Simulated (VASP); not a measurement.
**ZnSe: single point with PBEsol**

Crystal: ZnSe.

```
Zn Se
1.0
     2.84739    2.84739    0.00000
    -2.84739    2.84739    0.00000
     0.00000    2.84739    2.84739
Zn Se
1 1
Direct
  0.00000 0.00000 0.00000
  0.75000 0.25000 0.50000
```

* Program: VASP 6.6.1
* Task: single point
* Functional: PBEsol
* Potentials or basis: VASP PAW PBE potentials, release 64 (Zn, Se)
* Cutoff: 520 eV
* k mesh: 8 × 8 × 8
* Occupations: gaussian, width 0.01 eV
* Spin: no spin polarisation
* Dipole correction: no
* Further INCAR settings: ALGO = Normal; EDIFF = 1e-07; NBANDS = 16

```json
{
  "Pressure": "-1.7 GPa",
  "Band gap on the k mesh": "1.11 eV, direct"
}
```

Levels at points of the mesh, in eV from the valence-band top:
```csv
k point,band 6,band 7,band 8,band 9,band 10,band 11,band 12,band 13
"(0.00, 0.00, 0.00)",-6.15,0.00,0.00,0.00,1.11,5.74,5.74,5.74
"(0.50, 0.00, 0.00)",-5.99,-5.19,-0.86,-0.86,2.42,6.31,6.31,8.37
"(0.50, 0.50, 0.00)",-5.97,-4.73,-2.16,-2.16,2.87,3.37,10.50,11.07
```

Run time: 33 s on 1 thread of AMD EPYC 7R13, with other jobs on the host, peak memory 0.15 GiB.

Caveat: the PAW data sets were made with another functional, which shifts forces and pressure a little. As with any semilocal functional, this PBEsol gap is likely too small.
